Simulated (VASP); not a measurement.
# Rb in VASP: notebook

Runs on Rb. Level: PBE. Tasks: single point.

Everything below comes from runs of VASP 6.6.1. Logs are shortened: lines on timing, memory, paths and dates and some standing lists are left out, and cuts for length are marked.

## (1) The cell of the first run

The cell holds a sheet with vacuum, 2 atoms: a = 5.909 Å, b = 5.909 Å, c = 17.000 Å, α = 90.00°, β = 90.00°, γ = 90.00°.

## (2) Single point, PBE

File INCAR:

```
  ALGO = Normal
  DIPOL = 0.5 0.5 0.500
  EDIFF = 1E-7
  ENCUT = 520
  GGA = PE
  IDIPOL = 3
  ISIF = 2
  ISMEAR = 0
  LASPH = True
  LCHARG = True
  LDIPOL = True
  LELF = True
  LREAL = False
  LVACPOTAV = True
  LVHAR = True
  LWAVE = False
  NBANDS = 16
  NELM = 60
  PREC = Accurate
  SIGMA = 0.1
```

File KPOINTS:

```
k-points
0
Gamma
  4 4 1
```

File POSCAR:

```
Rb
1.0
    5.9090240000      0.0000000000      0.0000000000
    0.0000000000      5.9090240000      0.0000000000
    0.0000000000      0.0000000000     17.0000000000
Rb
2
Direct
    0.0000000000      0.5000000000      0.4196810200
    0.5000000000      0.0000000000      0.5803189800
```

Potentials or basis: VASP PAW PBE potentials, release 64 (Rb_sv).

Started as:

```
cat potpaw_PBE.64/Rb_sv/POTCAR > POTCAR
mpirun -np 1 vasp_std > vasp.out
```

OUTCAR:

```text
EDIFF = 1E-7
   ENCUT = 520
   GGA = PE
   ISIF = 2
   ISMEAR = 0
   LASPH = True
   LREAL = False
   NELM = 60
   PREC = Accurate

 ion  position               nearest neighbor table
   1  0.000  0.500  0.420-   2 4.99   2 4.99   2 4.99   2 4.99
   2  0.500  0.000  0.580-   1 4.99   1 4.99   1 4.99   1 4.99

  LATTYP: Found a simple tetragonal cell.
 ALAT       =     5.9090240000
 C/A-ratio  =     2.8769556529

  Lattice vectors:

 A1 = (   5.9090240000,   0.0000000000,   0.0000000000)
 A2 = (   0.0000000000,   5.9090240000,   0.0000000000)
 A3 = (   0.0000000000,   0.0000000000,  17.0000000000)

Analysis of symmetry for initial positions (statically):
=====================================================================
 Subroutine PRICEL returns:
 Original cell was already a primitive cell.

 Routine SETGRP: Setting up the symmetry group for a
 simple tetragonal supercell.

 Subroutine GETGRP returns: Found 16 space group operations
 (whereof  8 operations were pure point group operations)
 out of a pool of 16 trial point group operations.

The static configuration has the point symmetry D_2d.
 The point group associated with its full space group is D_4h.

Analysis of symmetry for dynamics (positions and initial velocities):
=====================================================================
 Subroutine PRICEL returns:
 Original cell was already a primitive cell.

 Routine SETGRP: Setting up the symmetry group for a
 simple tetragonal supercell.

 Subroutine GETGRP returns: Found 16 space group operations
 (whereof  8 operations were pure point group operations)
 out of a pool of 16 trial point group operations.

The dynamic configuration has the point symmetry D_2d.
 The point group associated with its full space group is D_4h.

 Subroutine INISYM returns: Found 16 space group operations
 (whereof  8 operations are pure point group operations),
 and found     1 'primitive' translations

----------------------------------------------------------------------------------------

                                     Primitive cell

  volume of cell :     593.5816

  direct lattice vectors                    reciprocal lattice vectors
     5.909024000  0.000000000  0.000000000     0.169232685  0.000000000  0.000000000
     0.000000000  5.909024000  0.000000000     0.000000000  0.169232685  0.000000000
     0.000000000  0.000000000 17.000000000     0.000000000  0.000000000  0.058823529

  length of vectors
     5.909024000  5.909024000 17.000000000     0.169232685  0.169232685  0.058823529

  position of ions in fractional coordinates (direct lattice)
     0.000000000  0.500000000  0.419681020
     0.500000000  0.000000000  0.580318980

  ion indices of the primitive-cell ions
   primitive index   ion index
                 1           1
                 2           2

----------------------------------------------------------------------------------------

 KPOINTS: k-points

Automatic generation of k-mesh.
 Grid dimensions read from file:
 generate k-points for:    4    4    1

 Generating k-lattice:

  Cartesian coordinates                     Fractional coordinates (reciprocal lattice)
     0.042308171  0.000000000  0.000000000     0.250000000  0.000000000  0.000000000
     0.000000000  0.042308171  0.000000000     0.000000000  0.250000000  0.000000000
     0.000000000  0.000000000  0.058823529     0.000000000  0.000000000  1.000000000

  Length of vectors
     0.042308171  0.042308171  0.058823529

  Shift w.r.t. Gamma in fractional coordinates (k-lattice)
     0.000000000  0.000000000  0.000000000

 Subroutine IBZKPT returns following result:
 ===========================================

 Found      6 irreducible k-points:

 Following reciprocal coordinates:
            Coordinates               Weight
  0.000000  0.000000  0.000000      1.000000
  0.250000  0.000000  0.000000      4.000000
  0.500000  0.000000  0.000000      2.000000
  0.250000  0.250000  0.000000      4.000000
  0.500000  0.250000  0.000000      4.000000
  0.500000  0.500000  0.000000      1.000000
   k-points           NKPTS =      6   k-points in BZ     NKDIM =      6   number of bands    NBANDS=     16
   number of dos      NEDOS =    301   number of ions     NIONS =      2
   total plane-waves  NPLWV = 290304
   dimension x,y,z NGX =    48 NGY =   48 NGZ =  126
   dimension x,y,z NGXF=    96 NGYF=   96 NGZF=  252
   ions per type =               2
   NGX,Y,Z   is equivalent  to a cutoff of  13.50, 13.50, 12.32 a.u.
   NGXF,Y,Z  is equivalent  to a cutoff of  27.01, 27.01, 24.64 a.u.
 SYSTEM =  unknown system
   PREC   = accura    normal or accurate (medium, high low for compatibility)
   ISTART =      0    job   : 0-new  1-cont  2-samecut
   ICHARG =      2    charge: 1-file 2-atom 10-const
   ISPIN  =      1    spin polarized calculation?
   LNONCOLLINEAR =      F non collinear calculations
   LSORBIT =      F    spin-orbit coupling
   LASPH  =      T    aspherical Exc in radial PAW
   ENCUT  =  520.0 eV  38.22 Ry    6.18 a.u.  10.99 10.99 31.61*2*pi/ulx,y,z
   NELM   =     60;   NELMIN=  2; NELMDL= -5     # of ELM steps
   EDIFF  = 0.1E-06   stopping-criterion for ELM
   LREAL  =      F    real-space projection
   EDIFFG = 0.1E-05   stopping-criterion for IOM
   NSW    =      0    number of steps for IOM
   IBRION =     -1    ionic relax: 0-MD 1-quasi-New 2-CG
   NFREE  =      0    steps in history (QN), initial steepest desc. (CG)
   ISIF   =      2    stress and relaxation
   ISYM   =      2    0-nonsym 1-usesym 2-fastsym
   POTIM  = 0.5000    time-step for ionic-motion
   TEBEG  =    0.0;   TEEND  =   0.0 temperature during run
   PSTRESS=    0.0 pullay stress
   NELECT =      18.0000    total number of electrons
   NUPDOWN=      -1.0000    fix difference up-down
   EMIN   =  10.00;   EMAX   =-10.00  energy-range for DOS
   EFERMI =   0.00;   METHOD = LEGACY
   ISMEAR =     0;   SIGMA  =   0.10  broadening in eV -4-tet -1-fermi 0-gaus
   EFERMI_NEDOS =   21; number of points for ismear=-14 and -15
   IALGO  =     38    algorithm
   IMIX   =      4    mixing-type and parameters
     AMIX     =   0.40;   BMIX     =  1.00
     AMIX_MAG =   1.60;   BMIX_MAG =  1.00
  volume/ion in A,a.u.               =     296.79      2002.84
  Fermi-wavevector in a.u.,A,eV,Ry     =   0.510511  0.964727  3.545977  0.260622
  Thomas-Fermi vector in A             =   1.523550
   LORBIT       =      0    0 simple, 1 ext, 2 COOP (PROOUT), +10 PAW based schemes
   GGA     = PE    functional components
   LHFCALC =     F    Hartree Fock is set to
   AEXX    =    0.0000 exact exchange contribution
   IVDW    =     0    specifies the selected vdW correction
   LEPSILON=     F    determine dielectric tensor
   LRPA    =     F    only Hartree local field effects (RPA)
 non-spin polarized calculation
 Gauss-broadening in eV      SIGMA  =   0.10
  energy-cutoff  :      520.00
  volume of cell :      593.58
 maximum number of plane-waves:     16040
 NGX is ok and might be reduce to    48
   NGX = 21   NGY = 21   NGZ = 63

 dipolmoment           0.000000      0.000000      0.000000 electrons x Angstroem

 number of electron      18.0000000 magnetization

 dipolmoment           0.000000      0.000000     -0.000000 electrons x Angstroem

 Free energy of the ion-electron system (eV)
  ---------------------------------------------------
  ext. energy  EPLUGINS =         0.00000000
  ---------------------------------------------------
  free energy    TOTEN  =        -1.41070868 eV

  energy without entropy =       -1.38549451  energy(sigma->0) =       -1.39810159

 E-fermi :  -1.2607     XC(G=0):  -2.5250

 val. band max:       -1.3546546927   @ k =   0.0000   0.0000   0.0000
 cond. band min:      -1.2145001039   @ k =   0.5000   0.2500   0.0000
 fundamental gap:      0.1401545888
 Fermi energy:        -1.2607185335

 k-point     1 :       0.0000    0.0000    0.0000
  band No.  band energies     occupation
      1     -30.5647      2.00000
      2     -30.5619      2.00000
      3     -14.6731      2.00000
      4     -14.6491      2.00000
      5     -14.6395      2.00000
      6     -14.6395      2.00000
[... 8 lines left out ...]
     15       1.6427      0.00000
     16       1.6427      0.00000

 k-point     2 :       0.2500    0.0000    0.0000
  band No.  band energies     occupation
      1     -30.5643      2.00000
      2     -30.5623      2.00000
      3     -14.6725      2.00000
      4     -14.6604      2.00000
      5     -14.6349      2.00000
      6     -14.6313      2.00000
[... 8 lines left out ...]
     15       1.2028      0.00000
     16       1.4978      0.00000

 k-point     3 :       0.5000    0.0000    0.0000
  band No.  band energies     occupation
      1     -30.5632      2.00000
      2     -30.5632      2.00000
      3     -14.6698      2.00000
      4     -14.6698      2.00000
      5     -14.6240      2.00000
      6     -14.6240      2.00000
[... 8 lines left out ...]
     15       1.4723      0.00000
     16       1.4748      0.00000

 k-point     4 :       0.2500    0.2500    0.0000
  band No.  band energies     occupation
      1     -30.5639      2.00000
      2     -30.5625      2.00000
      3     -14.6708      2.00000
      4     -14.6595      2.00000
      5     -14.6460      2.00000
      6     -14.6269      2.00000
[... 8 lines left out ...]
     15       0.9896      0.00000
     16       1.1673      0.00000

 k-point     5 :       0.5000    0.2500    0.0000
  band No.  band energies     occupation
      1     -30.5632      2.00000
      2     -30.5632      2.00000
      3     -14.6662      2.00000
      4     -14.6662      2.00000
      5     -14.6405      2.00000
      6     -14.6405      2.00000
[... 8 lines left out ...]
     15       0.8835      0.00000
     16       0.8835      0.00000

 k-point     6 :       0.5000    0.5000    0.0000
  band No.  band energies     occupation
      1     -30.5631      2.00000
      2     -30.5631      2.00000
      3     -14.6597      2.00000
      4     -14.6597      2.00000
      5     -14.6525      2.00000
      6     -14.6525      2.00000
[... 8 lines left out ...]
     15       0.8327      0.00000
     16       0.8327      0.00000

------------------------ aborting loop because EDIFF is reached ----------------------------------------

  FORCE on cell =-STRESS in cart. coord.  units (eV):
  Direction    XX          YY          ZZ          XY          YZ          ZX
  --------------------------------------------------------------------------------------
  -------------------------------------------------------------------------------------
  Total       -0.4609058     -0.4609058     -0.1025445      0.0000000     -0.0000000      0.0000000
  in kB       -1.2440628     -1.2440628     -0.2767851      0.0000000     -0.0000000      0.0000000
  external PRESSURE =      -0.9216369 kB  Pullay stress =       0.0000000 kB

 VOLUME and BASIS-vectors are now :
 -----------------------------------------------------------------------------
  energy-cutoff  :      520.00
  volume of cell :      593.58
      direct lattice vectors                 reciprocal lattice vectors
     5.909024000  0.000000000  0.000000000     0.169232685  0.000000000  0.000000000
     0.000000000  5.909024000  0.000000000     0.000000000  0.169232685  0.000000000
     0.000000000  0.000000000 17.000000000     0.000000000  0.000000000  0.058823529

 POSITION                                       TOTAL-FORCE (eV/Angst)
 -----------------------------------------------------------------------------------
      0.00000      2.95451      7.13458         0.000000      0.000000      0.036930
      2.95451      0.00000      9.86542         0.000000     -0.000000     -0.036930
 -----------------------------------------------------------------------------------
    total drift:                                0.000000      0.000000      0.000000

  FREE ENERGIE OF THE ION-ELECTRON SYSTEM (eV)
  ---------------------------------------------------
  free  energy   TOTEN  =        -1.4107086788 eV

  energy  without entropy=       -1.3854945052  energy(sigma->0) =       -1.39810159

 vacuum level on the upper side and lower side of the slab         0.675         0.675
```

Wall time 3.2 min (1 thread of Oxide Virtual Turin-like, shared host); peak memory 0.52 GiB.

What came out:

* Free energy: -1.4107 eV
* Largest force: 0.037 eV/Å
* Band gap on the k mesh: zero (bands 9 and 10 overlap by 0.95 eV)

Forces on the atoms (eV/Å):
```
Rb   0.000  0.000  0.037
Rb   0.000  0.000 -0.037
```

[end of part 1 of 2]

The gap in the log of VASP goes by the Fermi energy; the results here count the filled bands.